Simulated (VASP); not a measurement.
V, 1 atom in the cell. Symmetry: Im-3m, No. 229, cubic system. The conventional cell has a = 2.967 Å, b = 2.967 Å, c = 2.967 Å, α = 90.00°, β = 90.00°, γ = 90.00°. V (site symmetry m-3m) has 14 V at 2.57 to 2.97 Å within 3.4 Å.  This cell differs from its parent crystal: volume scaled by 0.94.

```yaml
Program: VASP 6.6.1
Task: single point
Functional: PBEsol
Potentials_or_basis: VASP PAW PBE potentials, release 64 (V_sv)
Cutoff: 520 eV
k_mesh: 12 × 12 × 12
Occupations: fermi-dirac, width 0.05 eV
Spin: collinear spin, ferromagnetic start
Starting_moments: "[2.0] μB"
Dipole_correction: no
Further_INCAR_settings: ALGO = Normal; EDIFF = 1e-06; NBANDS = 16
```

Potentials or basis: VASP PAW PBE potentials, release 64 (V_sv).

Command:

```sh
$ cat potpaw_PBE.64/V_sv/POTCAR > POTCAR
$ mpirun -np 1 vasp_std > vasp.out
```

Hardware: 1 thread of Intel(R) Xeon(R) 6975P-C (Granite Rapids), with other jobs on the host.

Q: How long does it take, and how much memory?

A: Run time: 14 s on 1 thread of Intel(R) Xeon(R) 6975P-C (Granite Rapids) (shared host), peak memory 0.14 GiB. Counts: scf iterations 16, k points 72.
